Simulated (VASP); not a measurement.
SiC4: single point with PBE

The system is SiC4.

```xyz
5
Lattice="3.5470 0.0000 0.0000 0.0000 3.5470 0.0000 0.0000 0.0000 5.6238" Properties=species:S:1:pos:R:3 pbc="T T T"
Si    0.0000    0.0000    3.5931
C     0.0000    1.0499    5.3568
C     2.4971    0.0000    5.3568
C     0.0000    2.4971    5.3568
C     1.0499    0.0000    5.3568
```

- Program: VASP 6.6.1
- Task: single point
- Functional: PBE
- Potentials or basis: VASP PAW PBE potentials, release 64 (Si, C)
- Cutoff: 520 eV
- k mesh: 10 × 10 × 8
- Occupations: gaussian, width 0.1 eV
- Spin: no spin polarisation
- Dipole correction: no
- Further INCAR settings: ALGO = Normal; EDIFF = 1e-07; NBANDS = 18

```yaml
Pressure: 0.2 GPa
Largest_force: 0.054 eV/Å
Band_gap_on_the_k_mesh: zero (band 10 reaches 3.90 eV, above the bottom of band 11 at 3.69 eV)
```

Forces in eV/Å, atoms in the order of the input:
```
Si   0.000  0.000  0.003
C    0.000  0.054 -0.001
C   -0.054  0.000 -0.001
C    0.000 -0.054 -0.001
C    0.054  0.000 -0.001
```

Stress tensor (GPa, compression positive):
```
 0.28  0.00  0.00
 0.00  0.28  0.00
 0.00  0.00 -0.03
```

Levels at points of the mesh, in eV from the Fermi level:
```
           k point  band 8  band 9  band 10  band 11  band 12  band 13
(0.00, 0.00, 0.00)   -4.37   -0.41    -0.41    -0.12     4.75     4.75
(0.50, 0.00, 0.00)   -5.12   -4.09    -0.21     0.06     2.92     3.68
(0.50, 0.50, 0.00)   -4.33   -4.33    -2.76     0.90     0.90     4.03
(0.00, 0.00, 0.50)   -4.37   -0.52    -0.52    -0.19     1.96     4.95
(0.50, 0.00, 0.50)   -5.29   -3.36    -0.03     0.63     2.59     3.70
(0.50, 0.50, 0.50)   -4.40   -4.40    -2.08     1.57     1.57     3.56
```

Wall time 56 s on 1 thread of Intel(R) Xeon(R) 6975P-C (Granite Rapids), with other jobs on the host, peak memory 0.23 GiB.
